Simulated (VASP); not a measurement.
# Ga2SbP: single point with PBE

The system is Ga2SbP.

```
CELL_PARAMETERS angstrom
4.18088 0.00000 0.00000
0.00000 4.18088 0.00000
0.00000 0.00000 5.93213
ATOMIC_POSITIONS crystal
P 0.00000 0.00000 0.00000
Ga 0.00000 0.50000 0.77642
Ga 0.50000 0.00000 0.22358
Sb 0.50000 0.50000 0.50000
```

```json
{
 "Program": "VASP 6.6.1",
 "Task": "single point",
 "Functional": "PBE",
 "Potentials or basis": "VASP PAW PBE potentials, release 64 (P, Ga_d, Sb)",
 "Cutoff": "520 eV",
 "k mesh": "6 × 6 × 4",
 "Occupations": "fermi-dirac, width 0.02 eV",
 "Spin": "no spin polarisation",
 "Dipole correction": "no",
 "Further INCAR settings": "ALGO = Normal; EDIFF = 1e-06; NBANDS = 26"
}
```

| Item | Value |
| --- | --- |
| Pressure | -1.5 GPa |
| Largest force | 0.023 eV/Å |
| Band gap on the k mesh | zero (filled and empty bands touch) |

Forces on the atoms (eV/Å):
```
P    0.000  0.000  0.000
Ga   0.000  0.000 -0.023
Ga   0.000  0.000  0.023
Sb   0.000  0.000  0.000
```

Levels at points of the mesh, in eV from the Fermi level:
| k point | band 16 | band 17 | band 18 | band 19 | band 20 | band 21 |
| --- | --- | --- | --- | --- | --- | --- |
| (0.00, 0.00, 0.00) | -0.25 | -0.17 | 0.00 | 0.00 | 1.01 | 1.68 |
| (0.50, 0.00, 0.00) | -3.14 | -2.00 | -0.60 | 1.53 | 2.88 | 4.34 |
| (0.50, 0.50, 0.00) | -2.60 | -2.60 | -2.29 | 1.01 | 1.17 | 1.17 |
| (0.00, 0.00, 0.50) | -2.37 | -1.05 | -1.05 | 1.02 | 1.71 | 2.61 |
| (0.50, 0.00, 0.50) | -1.31 | -1.20 | -0.47 | 0.16 | 0.97 | 3.68 |
| (0.50, 0.50, 0.50) | -3.34 | -3.24 | -3.11 | 3.62 | 3.62 | 4.11 |

Run time: 28 s on 1 thread of Intel(R) Xeon(R) 6975P-C (Granite Rapids), on a shared host, peak memory 0.26 GiB.

Caveat: semilocal functionals underestimate gaps, and a narrow one can read as zero; spin-orbit coupling is left out, which moves the levels of the heavy elements.
